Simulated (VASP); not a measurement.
A run of VASP 6.6.1 is set up as follows.

INCAR

```
ALGO     = Normal         # electronic algorithm
EDIFF    = 1E-7           # SCF threshold, eV
EDIFFG   = -0.01          # ionic threshold
ENCUT    = 600            # plane-wave cutoff, eV
GGA      = PE             # functional
IBRION   = 2              # ionic algorithm
ISIF     = 3              # what is computed and relaxed
ISMEAR   = 0              # smearing method
LASPH    = True           # aspherical terms in the spheres
LCHARG   = False          # write CHGCAR
LREAL    = False          # projectors in reciprocal space
LWAVE    = False          # write WAVECAR
NELM     = 100            # most SCF steps
NSW      = 100            # ionic steps
PREC     = Accurate       # precision mode
SIGMA    = 0.1            # smearing width, eV
```

The input KPOINTS:

```
k-points
0
Gamma
  6 6 6
```

The input POSCAR:

```
Ga6Si
1.0
    6.0192021399      0.0000000000      0.0000000000
    0.0000000000      6.0192021399      0.0000000000
    0.0000000000      0.0000000000      6.0192021399
Ga Si
6 1
Direct
    0.5000000000      0.5000000000      0.1937023501
    0.5000000000      0.5000000000      0.8062976499
    0.1937023501      0.5000000000      0.5000000000
    0.8062976499      0.5000000000      0.5000000000
    0.5000000000      0.1937023501      0.5000000000
    0.5000000000      0.8062976499      0.5000000000
    0.0000000000      0.0000000000      0.0000000000
```

Potentials or basis: VASP PAW PBE potentials, release 64 (Ga_d, Si).

The run is started by

```console
$ cat potpaw_PBE.64/Ga_d/POTCAR potpaw_PBE.64/Si/POTCAR > POTCAR
$ mpirun -np 1 vasp_std > vasp.out
```

Problem. What does it give for the space group after relaxing (to 0.05 Å)?

Solution. Pm-3m (No. 221).

Problem. What does it give for the relaxed volume?

Solution. 31.36 Å³/atom.

Problem. Predict the relaxed cell.

Solution. a = 6.032 Å, b = 6.032 Å, c = 6.032 Å, α = 90.00°, β = 90.00°, γ = 90.00°.

Problem. Predict the band gap on the k mesh.

Solution. Zero (band 41 reaches 1.80 eV, above the bottom of band 42 at 1.39 eV).

Final structure:
```yaml
crystal:
  lattice:
    - [6.03229, 0.00000, 0.00000]
    - [0.00000, 6.03229, 0.00000]
    - [0.00000, 0.00000, 6.03229]
  atoms:
    - { symbol: Ga, position: [0.50000, 0.50000, 0.19385] }
    - { symbol: Ga, position: [0.50000, 0.50000, 0.80615] }
    - { symbol: Ga, position: [0.19385, 0.50000, 0.50000] }
    - { symbol: Ga, position: [0.80615, 0.50000, 0.50000] }
    - { symbol: Ga, position: [0.50000, 0.19385, 0.50000] }
    - { symbol: Ga, position: [0.50000, 0.80615, 0.50000] }
    - { symbol: Si, position: [0.00000, 0.00000, 0.00000] }
```
